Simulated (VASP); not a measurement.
In: single point with PBE

Crystal: In.

```
In
1.0
    -1.55930    1.55930    2.59490
     1.55930   -1.55930    2.59490
     1.55930    1.55930   -2.59490
In
1
Direct
  0.00000 0.00000 0.00000
```

This cell differs from its parent crystal: strained.

```json
{
  "Program": "VASP 6.6.1",
  "Task": "single point",
  "Functional": "PBE",
  "Potentials or basis": "VASP PAW PBE potentials, release 64 (In_d)",
  "Cutoff": "500 eV",
  "k mesh": "18 × 18 × 18",
  "Occupations": "gaussian, width 0.1 eV",
  "Spin": "no spin polarisation",
  "Dipole correction": "no",
  "Further INCAR settings": "ALGO = Normal; EDIFF = 1e-06; NBANDS = 12"
}
```

| Item | Value |
| --- | --- |
| Pressure | 3.9 GPa |
| Band gap on the k mesh | zero (an odd number of electrons rules out a gap without spin polarisation) |

Stress tensor (GPa, compression positive):
```
4.56 0.00 0.00
0.00 4.56 0.00
0.00 0.00 2.60
```

Levels at points of the mesh, in eV from the Fermi level:
```csv
k point,band 4,band 5,band 6,band 7,band 8,band 9
"(0.00, 0.00, 0.00)",-14.57,-14.36,-9.77,10.94,10.94,11.06
"(0.50, 0.00, 0.00)",-14.34,-14.26,-4.23,-3.48,6.54,10.33
"(0.50, 0.50, 0.00)",-14.33,-14.14,-1.69,-0.94,3.07,4.07
"(0.50, 0.50, 0.50)",-14.29,-14.29,-3.88,-3.25,5.77,5.77
```

Run time: 50 s on 1 thread of Intel(R) Xeon(R) 6975P-C (Granite Rapids), with other jobs on the host, peak memory 0.26 GiB.

Caveat: the cell differs from its parent crystal (strained); the cell stands under pressure; spin-orbit coupling is left out, which moves the levels of the heavy elements.
